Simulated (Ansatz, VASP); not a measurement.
**CuO: VASP beside Ansatz**

INCAR

```
SYSTEM = CuO
PREC = Accurate ; ENCUT = 520
EDIFF = 1E-6 ; ISMEAR = -1
SIGMA = 0.05 ; LREAL = .False.
LASPH = .True. ; NELM = 60
ALGO = Normal ; ISIF = 2
LWAVE = .False. ; LCHARG = .True.
GGA = PE ; LELF = .True.
LVHAR = .True. ; NBANDS = 25
```

KPOINTS

```
Automatic mesh
0
Gamma
  15 15 10
  0 0 0
```

File POSCAR:

```
CuO
1.0
    3.1754955000      0.0000000000      0.0000000000
    0.0000000000      3.1754955000      0.0000000000
    0.0000000000      0.0000000000      4.6495318700
Cu O
2 2
Direct
    0.0000000000      0.0000000000      0.0000000000
    0.5000000000      0.5000000000      0.0000000000
    0.5000000000      0.0000000000      0.2670000000
    0.0000000000      0.5000000000      0.7330000000
```

File input.yaml:

```yaml
crystal:
  lattice:
    - [3.1754955, 0.0, 0.0]
    - [0.0, 3.1754955, 0.0]
    - [0.0, 0.0, 4.64953187]
  atoms:
    - { symbol: Cu, position: [0.0, 0.0, 0.0] }
    - { symbol: Cu, position: [0.5, 0.5, 0.0] }
    - { symbol: O, position: [0.5, 0.0, 0.267] }
    - { symbol: O, position: [0.0, 0.5, 0.733] }
hamiltonian:
  xc: pbe
  pseudopotentials: { kind: paw }
kpoints:
  mp_grid: { grid: [15, 15, 10] }
scf:
  occupations: { method: fermi_dirac, width: 0.05 }
output:
  forces: true
  stress: true
  eigenvalues: true
  write_density: true
  write_potential: true
  elf: true
  volumetric_format: npy
```

Alike in both runs: task single point; functional PBE; k mesh 15 × 15 × 10; occupations fermi-dirac, width 0.05 eV; no spin polarisation.

|  | VASP | Ansatz |
| --- | --- | --- |
| version | VASP 6.6.1 | Ansatz 0.2.0 |
| potentials or method | VASP PAW PBE potentials, release 64 (Cu, O) | Ansatz PAW |
| plane-wave cutoff (eV) | 520 | 420 |
| valence electrons in the cell | 34 | 50 |

|  | VASP | Ansatz | Ansatz less VASP |
| --- | --- | --- | --- |
| gap on the k mesh at the Fermi level (eV) | none | none | - |
| pressure (GPa) | 17.5 | 16.8 | -0.72 |
| traceless stress, the component that is largest in VASP (GPa) | -25.26 | -25.10 | +0.169 |
| rms of the force components (eV/Å) | 0.334 | 0.369 | +0.0347 |

Atom by atom the forces differ by 0.035 eV/Å (rms over components). A gap of «none» marks a metal or a gap that the smearing closes. VASP's potentials hold 34 valence electrons a cell and Ansatz's 50, so a difference there can come from the potentials and not from the codes.
